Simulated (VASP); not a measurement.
Wanted: the native input for a VASP 6.6.1 run.

```
Task                   : single point
Functional             : PBEsol
Potentials or basis    : VASP PAW PBE potentials, release 64 (Rb_sv)
Cutoff                 : 520 eV
k mesh                 : 5 × 5 × 5
Occupations            : gaussian, width 0.1 eV
Spin                   : no spin polarisation
Dipole correction      : no
Further INCAR settings : ALGO = Normal; EDIFF = 1e-07; NBANDS = 10
```

The structure of Rb lies in POSCAR:

```
Rb
1.0
   -3.4545057700      3.4545057700      6.8551433300
    3.4545057700     -3.4545057700      6.8551433300
    3.4545057700      3.4545057700     -6.8551433300
Rb
1
Direct
    0.0000000000      0.0000000000      0.0000000000
```

These files were run (other wordings do the same):

INCAR

```
PREC = Accurate
ENCUT = 520
EDIFF = 1E-7
ISMEAR = 0
SIGMA = 0.1
LREAL = F
LASPH = T
NELM = 80
ALGO = Normal
ISIF = 2
LWAVE = F
LCHARG = F
GGA = PS
NBANDS = 10
```

KPOINTS

```
regular mesh
0
Gamma
  5 5 5
```

Potentials or basis: VASP PAW PBE potentials, release 64 (Rb_sv).

The run is started by

```console
$ cat potpaw_PBE.64/Rb_sv/POTCAR > POTCAR
$ mpirun -np 1 vasp_std > vasp.out
```

Results of the run:

```json
{
 "Pressure": "-0.3 GPa"
}
```

Caveat: the PAW data sets were made with another functional, which shifts forces and pressure a little.

Run time: 89 s on 1 thread of Intel(R) Xeon(R) Platinum 8375C CPU @ 2.90GHz (Ice Lake), on a shared host, peak memory 0.55 GiB.
